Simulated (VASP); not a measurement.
# Mg (P6/mmm) in VASP: notebook

Mg is run at these levels: PBEsol; tasks: single point.

Everything below comes from runs of VASP 6.6.1. Logs are shortened: lines on timing, memory, paths and dates and some standing lists are left out, and cuts for length are marked.

## (1) The cell of the first run

Symmetry: P6/mmm, No. 191, hexagonal system. The conventional cell has a = 3.050 Å, b = 3.050 Å, c = 3.045 Å, α = 90.00°, β = 90.00°, γ = 120.00°. Mg (site symmetry 6/mmm) has 8 Mg at 3.04 to 3.05 Å within 4.0 Å.

## (2) Single point, PBEsol

Contents of INCAR:

```
SYSTEM = Mg
PREC = Accurate
ENCUT = 520
EDIFF = 1E-7
ISMEAR = 0
SIGMA = 0.1
LREAL = .False.
LASPH = .True.
NELM = 80
ALGO = Normal
ISIF = 2
LWAVE = .False.
LCHARG = .False.
GGA = PS
NBANDS = 7
```

Contents of KPOINTS:

```
Automatic mesh
0
Gamma
  10 10 9
  0 0 0
```

Contents of POSCAR:

```
Mg
1.0
    3.0503000000      0.0000000000      0.0000000000
   -1.5251500000      2.6416370000      0.0000000000
    0.0000000000      0.0000000000      3.0448380000
Mg
1
Direct
    0.0000000000      0.0000000000      0.0000000000
```

Potentials or basis: VASP PAW PBE potentials, release 64 (Mg).

Launch:

```console
> cat potpaw_PBE.64/Mg/POTCAR > POTCAR
> mpirun -np 1 vasp_std > vasp.out
```

OUTCAR:

```text
SYSTEM = Mg
   PREC = Accurate
   ENCUT = 520
   EDIFF = 1E-7
   ISMEAR = 0
   LREAL = .False.
   LASPH = .True.
   NELM = 80
   ISIF = 2
   GGA = PS

 ion  position               nearest neighbor table
   1  0.000  0.000  0.000-

  LATTYP: Found a hexagonal cell.
 ALAT       =     3.0503000000
 C/A-ratio  =     0.9982093565

  Lattice vectors:

 A1 = (   3.0503000000,   0.0000000000,   0.0000000000)
 A2 = (  -1.5251500000,   2.6416370000,   0.0000000000)
 A3 = (   0.0000000000,   0.0000000000,   3.0448380000)

Analysis of symmetry for initial positions (statically):
=====================================================================
 Subroutine PRICEL returns:
 Original cell was already a primitive cell.

 Routine SETGRP: Setting up the symmetry group for a
 hexagonal supercell.

 Subroutine GETGRP returns: Found 24 space group operations
 (whereof 24 operations were pure point group operations)
 out of a pool of 24 trial point group operations.

The static configuration has the point symmetry D_6h.

Analysis of symmetry for dynamics (positions and initial velocities):
=====================================================================
 Subroutine PRICEL returns:
 Original cell was already a primitive cell.

 Routine SETGRP: Setting up the symmetry group for a
 hexagonal supercell.

 Subroutine GETGRP returns: Found 24 space group operations
 (whereof 24 operations were pure point group operations)
 out of a pool of 24 trial point group operations.

The dynamic configuration has the point symmetry D_6h.

 Subroutine INISYM returns: Found 24 space group operations
 (whereof 24 operations are pure point group operations),
 and found     1 'primitive' translations

----------------------------------------------------------------------------------------

                                     Primitive cell

  volume of cell :      24.5347

  direct lattice vectors                    reciprocal lattice vectors
     3.050300000  0.000000000  0.000000000     0.327836606  0.189276574  0.000000000
    -1.525150000  2.641637000  0.000000000     0.000000000  0.378553147  0.000000000
     0.000000000  0.000000000  3.044838000     0.000000000  0.000000000  0.328424698

  length of vectors
     3.050300000  3.050299750  3.044838000     0.378553116  0.378553147  0.328424698

  position of ions in fractional coordinates (direct lattice)
     0.000000000  0.000000000  0.000000000

  ion indices of the primitive-cell ions
   primitive index   ion index
                 1           1

----------------------------------------------------------------------------------------

 KPOINTS: Automatic mesh

Automatic generation of k-mesh.
 Grid dimensions read from file:
 generate k-points for:   10   10    9

 Generating k-lattice:

  Cartesian coordinates                     Fractional coordinates (reciprocal lattice)
     0.032783661  0.018927657  0.000000000     0.100000000  0.000000000  0.000000000
     0.000000000  0.037855315  0.000000000     0.000000000  0.100000000  0.000000000
     0.000000000  0.000000000  0.036491633     0.000000000  0.000000000  0.111111111

  Length of vectors
     0.037855312  0.037855315  0.036491633

  Shift w.r.t. Gamma in fractional coordinates (k-lattice)
     0.000000000  0.000000000  0.000000000

 Subroutine IBZKPT returns following result:
 ===========================================

 Found     70 irreducible k-points:

 Following reciprocal coordinates:
            Coordinates               Weight
  0.000000  0.000000  0.000000      1.000000
  0.100000  0.000000  0.000000      6.000000
  0.200000  0.000000  0.000000      6.000000
  0.300000  0.000000  0.000000      6.000000
  0.400000  0.000000  0.000000      6.000000
  0.500000  0.000000  0.000000      3.000000
[... 16 lines left out ...]
  0.300000  0.100000  0.111111     24.000000
  0.400000  0.100000  0.111111     24.000000
 [... further k-points ...]
   k-points           NKPTS =     70   k-points in BZ     NKDIM =     70   number of bands    NBANDS=      7
   number of dos      NEDOS =    301   number of ions     NIONS =      1
   total plane-waves  NPLWV =  13824
   dimension x,y,z NGX =    24 NGY =   24 NGZ =   24
   dimension x,y,z NGXF=    48 NGYF=   48 NGZF=   48
   ions per type =               1
   NGX,Y,Z   is equivalent  to a cutoff of  13.08, 13.08, 13.10 a.u.
   NGXF,Y,Z  is equivalent  to a cutoff of  26.16, 26.16, 26.21 a.u.
 SYSTEM =  Mg
   PREC   = accura    normal or accurate (medium, high low for compatibility)
   ISTART =      0    job   : 0-new  1-cont  2-samecut
   ICHARG =      2    charge: 1-file 2-atom 10-const
   ISPIN  =      1    spin polarized calculation?
   LNONCOLLINEAR =      F non collinear calculations
   LSORBIT =      F    spin-orbit coupling
   LASPH  =      T    aspherical Exc in radial PAW
   ENCUT  =  520.0 eV  38.22 Ry    6.18 a.u.   5.67  5.67  5.66*2*pi/ulx,y,z
   NELM   =     80;   NELMIN=  2; NELMDL= -5     # of ELM steps
   EDIFF  = 0.1E-06   stopping-criterion for ELM
   LREAL  =      F    real-space projection
   EDIFFG = 0.1E-05   stopping-criterion for IOM
   NSW    =      0    number of steps for IOM
   IBRION =     -1    ionic relax: 0-MD 1-quasi-New 2-CG
   NFREE  =      0    steps in history (QN), initial steepest desc. (CG)
   ISIF   =      2    stress and relaxation
   ISYM   =      2    0-nonsym 1-usesym 2-fastsym
   POTIM  = 0.5000    time-step for ionic-motion
   TEBEG  =    0.0;   TEEND  =   0.0 temperature during run
   PSTRESS=    0.0 pullay stress
   NELECT =       2.0000    total number of electrons
   NUPDOWN=      -1.0000    fix difference up-down
   EMIN   =  10.00;   EMAX   =-10.00  energy-range for DOS
   EFERMI =   0.00;   METHOD = LEGACY
   ISMEAR =     0;   SIGMA  =   0.10  broadening in eV -4-tet -1-fermi 0-gaus
   EFERMI_NEDOS =   21; number of points for ismear=-14 and -15
   IALGO  =     38    algorithm
   IMIX   =      4    mixing-type and parameters
     AMIX     =   0.40;   BMIX     =  1.00
     AMIX_MAG =   1.60;   BMIX_MAG =  1.00
  volume/ion in A,a.u.               =      24.53       165.57
  Fermi-wavevector in a.u.,A,eV,Ry     =   0.709836  1.341396  6.855534  0.503868
  Thomas-Fermi vector in A             =   1.796524
   LORBIT       =      0    0 simple, 1 ext, 2 COOP (PROOUT), +10 PAW based schemes
   GGA     = PS    functional components
   LHFCALC =     F    Hartree Fock is set to
   AEXX    =    0.0000 exact exchange contribution
   IVDW    =     0    specifies the selected vdW correction
   LEPSILON=     F    determine dielectric tensor
   LRPA    =     F    only Hartree local field effects (RPA)
 non-spin polarized calculation
 Gauss-broadening in eV      SIGMA  =   0.10
  energy-cutoff  :      520.00
  volume of cell :       24.53
 maximum number of plane-waves:       672
 NGX is ok and might be reduce to    24
   NGX = 11   NGY = 11   NGZ = 11

 number of electron       2.0000000 magnetization

 Free energy of the ion-electron system (eV)
  ---------------------------------------------------
  ext. energy  EPLUGINS =         0.00000000
  ---------------------------------------------------
  free energy    TOTEN  =        -1.49168945 eV

  energy without entropy =       -1.49051954  energy(sigma->0) =       -1.49110449

 E-fermi :   2.1850     XC(G=0):  -8.3097

 val. band max:        2.1043643419   @ k =   0.4000   0.1000   0.0000
 cond. band min:       2.2579721627   @ k =   0.5000   0.0000   0.3333
 fundamental gap:      0.1536078207
 Fermi energy:         2.1850099451

 k-point     1 :       0.0000    0.0000    0.0000
  band No.  band energies     occupation
      1      -4.4182      2.00000
      2      10.2200      0.00000
      3      10.9583      0.00000
      4      14.7743      0.00000
      5      14.7743      0.00000
      6      15.8705      0.00000
      7      15.8705      0.00000

 k-point     2 :       0.1000    0.0000    0.0000
  band No.  band energies     occupation
      1      -4.2022      2.00000
      2      10.1453      0.00000
      3      11.1377      0.00000
      4      12.2769      0.00000
      5      13.6236      0.00000
      6      15.5627      0.00000
      7      17.3879      0.00000

 k-point     3 :       0.2000    0.0000    0.0000
  band No.  band energies     occupation
      1      -3.5570      2.00000
      2       8.4732      0.00000
      3      10.8970      0.00000
      4      11.6768      0.00000
      5      12.4117      0.00000
      6      14.9033      0.00000
      7      19.6910      0.00000

 k-point     4 :       0.3000    0.0000    0.0000
  band No.  band energies     occupation
      1      -2.4915      2.00000
      2       5.6771      0.00000
      3      10.7487      0.00000
      4      11.5344      0.00000
      5      12.5768      0.00000
      6      14.9889      0.00000
      7      19.8929      0.00000

 k-point     5 :       0.4000    0.0000    0.0000
  band No.  band energies     occupation
      1      -1.0213      2.00000
      2       3.1060      0.00000
      3      10.5591      0.00000
      4      11.0074      0.00000
      5      13.8304      0.00000
      6      15.9269      0.00000
      7      17.5758      0.00000
[... 161 lines left out ...]
 k-point    22 :       0.2000    0.1000    0.1111
  band No.  band energies     occupation
      1      -2.7195      2.00000
      2       7.2773      0.00000
      3       8.6716      0.00000
      4      10.3718      0.00000
      5      14.7453      0.00000
      6      16.8894      0.00000
      7      19.1379      0.00000

 k-point    23 :       0.3000    0.1000    0.1111
  band No.  band energies     occupation
      1      -1.4538      2.00000
      2       4.6704      0.00000
      3       8.4280      0.00000
      4      10.8192      0.00000
      5      14.2833      0.00000
      6      16.9201      0.00000
      7      17.9660      0.00000

 k-point    24 :       0.4000    0.1000    0.1111
  band No.  band energies     occupation
      1       0.1978      2.00000
      2       2.2928      0.12732
      3       8.1685      0.00000
      4      12.0592      0.00000
      5      13.4335      0.00000
      6      15.5124      0.00000
      7      19.2965      0.00000

 [... further k-points ...]

------------------------ aborting loop because EDIFF is reached ----------------------------------------

  FORCE on cell =-STRESS in cart. coord.  units (eV):
  Direction    XX          YY          ZZ          XY          YZ          ZX
  --------------------------------------------------------------------------------------
  -------------------------------------------------------------------------------------
  Total        0.1426434      0.1426434     -0.0442925      0.0000000      0.0000000      0.0000000
  in kB        9.3149929      9.3149908     -2.8924197      0.0000000      0.0000000      0.0000000
  external PRESSURE =       5.2458547 kB  Pullay stress =       0.0000000 kB

 VOLUME and BASIS-vectors are now :
 -----------------------------------------------------------------------------
  energy-cutoff  :      520.00
  volume of cell :       24.53
      direct lattice vectors                 reciprocal lattice vectors
     3.050300000  0.000000000  0.000000000     0.327836606  0.189276574  0.000000000
    -1.525150000  2.641637000  0.000000000     0.000000000  0.378553147  0.000000000
     0.000000000  0.000000000  3.044838000     0.000000000  0.000000000  0.328424698

 POSITION                                       TOTAL-FORCE (eV/Angst)
 -----------------------------------------------------------------------------------
      0.00000      0.00000      0.00000        -0.000000      0.000000      0.000000
 -----------------------------------------------------------------------------------
    total drift:                               -0.000000      0.000000      0.000000

  FREE ENERGIE OF THE ION-ELECTRON SYSTEM (eV)
  ---------------------------------------------------
  free  energy   TOTEN  =        -1.4916894478 eV

  energy  without entropy=       -1.4905195375  energy(sigma->0) =       -1.49110449
```

Wall time 10 s (1 thread of Intel Xeon 8259CL, shared host); peak memory 0.14 GiB.

What came out:

- Free energy: -1.4917 eV
- Pressure: 0.5 GPa
- Band gap on the k mesh: zero (band 1 reaches 4.06 eV, above the bottom of band 2 at 0.53 eV)

Caveat: the PAW data sets were made with another functional, which shifts forces and pressure a little.

## (3) Single point, PBEsol

Contents of INCAR:

```
ALGO = Normal
EDIFF = 1E-6
ENCUT = 520
GGA = PS
ISIF = 2
ISMEAR = 0
LASPH = T
LCHARG = T
LELF = T
LREAL = F
LVHAR = T
LWAVE = F
NBANDS = 7
NELM = 100
PREC = Accurate
SIGMA = 0.1
```

Contents of KPOINTS:

```
k-points
0
Gamma
  10 10 9
```

POSCAR is that of step 2.

Potentials or basis: VASP PAW PBE potentials, release 64 (Mg).

Launch:

```console
> cat potpaw_PBE.64/Mg/POTCAR > POTCAR
> mpirun -np 1 vasp_std > vasp.out
```

OUTCAR:

```text
EDIFF = 1E-6
   ENCUT = 520
   GGA = PS
   ISIF = 2
   ISMEAR = 0
   LASPH = T
   LREAL = F
   NELM = 100
   PREC = Accurate

 ion  position               nearest neighbor table
   1  0.000  0.000  0.000-

  LATTYP: Found a hexagonal cell.
 ALAT       =     3.0503000000
 C/A-ratio  =     0.9982093565

  Lattice vectors:

 A1 = (   3.0503000000,   0.0000000000,   0.0000000000)
 A2 = (  -1.5251500000,   2.6416370000,   0.0000000000)
 A3 = (   0.0000000000,   0.0000000000,   3.0448380000)

Analysis of symmetry for initial positions (statically):
=====================================================================
 Subroutine PRICEL returns:
 Original cell was already a primitive cell.

 Routine SETGRP: Setting up the symmetry group for a
 hexagonal supercell.

 Subroutine GETGRP returns: Found 24 space group operations
 (whereof 24 operations were pure point group operations)
 out of a pool of 24 trial point group operations.

The static configuration has the point symmetry D_6h.

Analysis of symmetry for dynamics (positions and initial velocities):
=====================================================================
 Subroutine PRICEL returns:
 Original cell was already a primitive cell.

[... 150 lines left out ...]
  free energy    TOTEN  =        -1.49168949 eV

  energy without entropy =       -1.49051957  energy(sigma->0) =       -1.49110453

 E-fermi :   2.1850     XC(G=0):  -8.3097

 val. band max:        2.1043612906   @ k =   0.4000   0.1000   0.0000
 cond. band min:       2.2579478851   @ k =   0.5000   0.0000   0.3333
 fundamental gap:      0.1535865945
 Fermi energy:         2.1850030587

 k-point     1 :       0.0000    0.0000    0.0000
  band No.  band energies     occupation
      1      -4.4182      2.00000
      2      10.2200      0.00000
      3      10.9583      0.00000
      4      14.7742      0.00000
      5      14.7742      0.00000
      6      15.8704      0.00000
      7      15.8705      0.00000
[... 221 lines left out ...]
 k-point    24 :       0.4000    0.1000    0.1111
  band No.  band energies     occupation
      1       0.1978      2.00000
      2       2.2928      0.12730
      3       8.1685      0.00000
      4      12.0592      0.00000
      5      13.4335      0.00000
      6      15.5124      0.00000
      7      19.2964      0.00000

 [... further k-points ...]
[... 5 lines left out ...]
  --------------------------------------------------------------------------------------
  -------------------------------------------------------------------------------------
  Total        0.1425618      0.1425618     -0.0441993     -0.0000000      0.0000000      0.0000000
  in kB        9.3096619      9.3096599     -2.8863329     -0.0000000      0.0000000      0.0000000
  external PRESSURE =       5.2443296 kB  Pullay stress =       0.0000000 kB

 VOLUME and BASIS-vectors are now :
 -----------------------------------------------------------------------------
  energy-cutoff  :      520.00
  volume of cell :       24.53
      direct lattice vectors                 reciprocal lattice vectors
     3.050300000  0.000000000  0.000000000     0.327836606  0.189276574  0.000000000
    -1.525150000  2.641637000  0.000000000     0.000000000  0.378553147  0.000000000
     0.000000000  0.000000000  3.044838000     0.000000000  0.000000000  0.328424698

 POSITION                                       TOTAL-FORCE (eV/Angst)
 -----------------------------------------------------------------------------------
      0.00000      0.00000      0.00000         0.000000      0.000000      0.000000
 -----------------------------------------------------------------------------------
    total drift:                                0.000000      0.000000      0.000000

  FREE ENERGIE OF THE ION-ELECTRON SYSTEM (eV)
  ---------------------------------------------------
  free  energy   TOTEN  =        -1.4916894930 eV

  energy  without entropy=       -1.4905195698  energy(sigma->0) =       -1.49110453
```

OSZICAR:

```text
N       E                     dE             d eps       ncg     rms          rms(c)
DAV:   1    -0.785340830807E+00   -0.78534E+00   -0.68620E+02  1064   0.184E+02
DAV:   2    -0.150190905104E+01   -0.71657E+00   -0.68579E+00  1372   0.112E+01
DAV:   3    -0.150455099778E+01   -0.26419E-02   -0.26417E-02  1218   0.776E-01
DAV:   4    -0.150455791568E+01   -0.69179E-05   -0.69181E-05  1470   0.299E-02
DAV:   5    -0.150455792718E+01   -0.11500E-07   -0.11243E-07  1218   0.924E-04    0.637E-01
DAV:   6    -0.149750783035E+01    0.70501E-02   -0.70958E-04  1225   0.109E-01    0.405E-01
DAV:   7    -0.149168520158E+01    0.58226E-02   -0.28102E-03  1246   0.206E-01    0.208E-02
DAV:   8    -0.149168938256E+01   -0.41810E-05   -0.24547E-05  1218   0.271E-02    0.543E-03
DAV:   9    -0.149168949296E+01   -0.11040E-06   -0.72048E-07  1379   0.309E-03
   1 F= -.14916895E+01 E0= -.14911045E+01  d E =-.116992E-02
```

stdout:

```text
POSCAR found type information on POSCAR Mg
 POSCAR found :  1 types and       1 ions
 scaLAPACK will be used
 -----------------------------------------------------------------------------
|                                                                             |
|                                                                             |
|     You enforced a specific xc type in the INCAR file but a different       |
|     I HOPE YOU KNOW WHAT YOU ARE DOING!                                     |
|                                                                             |
 -----------------------------------------------------------------------------

 LDA part: xc-table for (Slater+PW92), standard interpolation
 POSCAR, INCAR and KPOINTS ok, starting setup
 FFT: planning ... GRIDC
 FFT: planning ... GRID_SOFT
 FFT: planning ... GRID
 WAVECAR not read
 entering main loop
```

Wall time 11 s (1 thread of Intel Xeon 8259CL, shared host); peak memory 0.14 GiB.

What came out:

| Quantity | Value |
| --- | --- |
| Free energy | -1.4917 eV |
| Pressure | 0.5 GPa |
| Band gap on the k mesh | zero (band 1 reaches 4.06 eV, above the bottom of band 2 at 0.53 eV) |

Stress tensor (GPa, compression positive):
```
 0.93  0.00  0.00
 0.00  0.93  0.00
 0.00  0.00 -0.29
```

Levels at points of the mesh, in eV from the Fermi level:
```
           k point  band 1  band 2  band 3  band 4  band 5
(0.00, 0.00, 0.00)   -6.60    8.03    8.77   12.59   12.59
(0.50, 0.00, 0.00)   -1.54   -1.12    8.28    8.65   12.93
```

Caveat: the PAW data sets were made with another functional, which shifts forces and pressure a little.
